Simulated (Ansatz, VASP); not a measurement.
Pd in VASP and in Ansatz

INCAR

```
PREC = Accurate
ENCUT = 520
EDIFF = 1E-7
ISMEAR = -1
SIGMA = 0.1
LREAL = False
LASPH = True
NELM = 150
ALGO = Normal
ISIF = 2
LWAVE = False
LCHARG = True
ISPIN = 2
MAGMOM = 0.5
LORBIT = 11
LMAXMIX = 4
GGA = PE
LELF = True
LVHAR = True
NBANDS = 15
```

KPOINTS

```
Automatic mesh
0
Gamma
  7 7 7
```

POSCAR

```
Pd
1.0
   -1.5693789727      1.5693789727      1.5693789727
    1.5693789727     -1.5693789727      1.5693789727
    1.5693789727      1.5693789727     -1.5693789727
Pd
1
Direct
    0.0000000000      0.0000000000      0.0000000000
```

Input for Ansatz:

```yaml
crystal:
  lattice:
    - [-1.5693789727, 1.5693789727, 1.5693789727]
    - [1.5693789727, -1.5693789727, 1.5693789727]
    - [1.5693789727, 1.5693789727, -1.5693789727]
  atoms:
    - { symbol: Pd, position: [0.0, 0.0, 0.0], spin: 0.5 }
hamiltonian:
  xc: pbe
  pseudopotentials:
    kind: paw
    azcp:
      Pd: "pseudopotentials/Pd.paw.azcp"
basis:
  ecutwfc: 420
  fft_grid_basis: typed
kpoints:
  mp_grid: { grid: [7, 7, 7], shift: [0, 0, 0] }
magnetization:
  spin_polarized: true
scf:
  occupations: { method: fermi_dirac, width: 0.1 }
output:
  write_density: true
  write_potential: true
  elf: true
  volumetric_format: npy
```

Alike in both runs: task single point; functional PBE; k mesh 7 × 7 × 7; occupations fermi-dirac, width 0.1 eV; collinear spin.

|  | VASP | Ansatz |
| --- | --- | --- |
| version | VASP 6.6.1 | Ansatz 0.2.0 |
| potentials or method | VASP PAW PBE potentials, release 64 (Pd), cutoff 520 eV | plane waves (420 eV) with PAW, scalar-relativistic |
| valence electrons in the cell | 10 | 18 |

```csv
,VASP,Ansatz,Ansatz less VASP
net moment per atom (μB),0.00,0.00,0.000
```

VASP's potentials hold 10 valence electrons a cell and Ansatz's 18, so a difference there can come from the potentials and not from the codes. Ansatz's warnings: seeded moment not kept.

The k mesh is coarse, so the values compare programs but aren't converged.
